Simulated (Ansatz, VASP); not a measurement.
## NaCl: VASP beside Ansatz

```
Na Cl
1.0
     0.00000    2.80095    2.80095
     2.80095    0.00000    2.80095
     2.80095    2.80095    0.00000
Na Cl
1 1
Direct
  0.00000 0.00000 0.00000
  0.50000 0.50000 0.50000
```

Alike in both runs: task single point; functional PBEsol; k mesh 8 × 8 × 8; no spin polarisation.

|  | VASP | Ansatz |
| --- | --- | --- |
| version | VASP 6.6.1 | Ansatz 0.2.0 |
| potentials or method | VASP PAW PBE potentials, release 64 (Na_pv, Cl), cutoff 520 eV | all-electron LAPW, scalar-relativistic |
| occupations | gaussian, width 0.01 eV | fixed |

```csv
,VASP,Ansatz,Ansatz less VASP
gap on the k mesh at the Fermi level (eV),5.01,5.01,+0.004
pressure (GPa),0.0,0.0,-0.01
```

VASP's potentials were made for PBE, not for PBEsol. Ansatz ran all-electron here, and VASP with PAW potentials.
